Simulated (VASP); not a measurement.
A run of VASP 6.6.1 is set up as follows.

The input INCAR:

```
ALGO     = Normal         # electronic algorithm
EDIFF    = 1E-7           # SCF threshold, eV
ENCUT    = 520            # plane-wave cutoff, eV
GGA      = PE             # functional
ISIF     = 2              # what is computed and relaxed
ISMEAR   = 0              # smearing method
IVDW     = 12             # dispersion correction
LASPH    = T              # aspherical terms in the spheres
LCHARG   = T              # write CHGCAR
LELF     = T              # ELF
LREAL    = F              # projectors in reciprocal space
LVHAR    = T            
LWAVE    = F              # write WAVECAR
NBANDS   = 31             # bands
NELM     = 80             # most SCF steps
PREC     = Accurate       # precision mode
SIGMA    = 0.1            # smearing width, eV
```

The input KPOINTS:

```
k-points
0
Gamma
  6 6 4
```

Contents of POSCAR:

```
SrC8
1.0
    4.9120360200      0.0000000000      0.0000000000
   -2.4560180100      4.2539479800      0.0000000000
    0.0000000000      0.0000000000      3.9221041200
Sr C
1 8
Direct
    0.0000000000      0.0000000000      0.5000000000
    0.3333333300      0.6666666700      0.0000000000
    0.3333333300      0.1666666700      0.0000000000
    0.8333333300      0.6666666700      0.0000000000
    0.8333333300      0.1666666700      0.0000000000
    0.1666666700      0.8333333300      0.0000000000
    0.1666666700      0.3333333300      0.0000000000
    0.6666666700      0.8333333300      0.0000000000
    0.6666666700      0.3333333300      0.0000000000
```

Potentials or basis: VASP PAW PBE potentials, release 64 (Sr_sv, C).

Command:

```bash
$ cat potpaw_PBE.64/Sr_sv/POTCAR potpaw_PBE.64/C/POTCAR > POTCAR
$ mpirun -np 1 vasp_std > vasp.out
```

(1) What does it give for the pressure?

(2) Estimate the largest force.

## Answers

(1) 34.1 GPa.

(2) 2.123 eV/Å.

Caveat: the k points lie up to 0.40 Å⁻¹ apart, too coarse for converged energies and pressures of a metal; forces of over 1 eV/Å act on the atoms, so gaps and moduli don't describe the material at rest.
